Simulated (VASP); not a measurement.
**SrCl2: single point with PBE**

Crystal: SrCl2.

```xyz
3
Lattice="0.0000 3.4884 3.4884 3.4884 0.0000 3.4884 3.4884 3.4884 0.0000" Properties=species:S:1:pos:R:3 pbc="T T T"
Sr    0.0000    0.0000    0.0000
Cl    1.7442    1.7442    1.7442
Cl    5.2325    5.2325    5.2325
```

```yaml
Program: VASP 6.6.1
Task: single point
Functional: PBE
Potentials_or_basis: VASP PAW PBE potentials, release 64 (Sr_sv, Cl)
Cutoff: 500 eV
k_mesh: 5 × 5 × 5, shifted
Occupations: gaussian, width 0.01 eV
Spin: no spin polarisation
```

```yaml
Pressure: 1.1 GPa
Band_gap_on_the_k_mesh: 5.65 eV (least direct gap 5.71 eV)
```

Levels at points of the mesh, in eV from the valence-band top:
| k point | band 10 | band 11 | band 12 | band 13 | band 14 | band 15 |
| --- | --- | --- | --- | --- | --- | --- |
| (0.50, 0.50, 0.50) | -1.23 | -0.96 | -0.96 | 6.80 | 6.80 | 7.59 |

Run time: 38 s on 1 thread of Intel(R) Xeon(R) 6975P-C (Granite Rapids) (shared host), peak memory 0.25 GiB.

Caveat: a shifted mesh leaves out Γ, where band edges can lie. A hybrid or GW would open this gap; PBE tends to underestimate it.
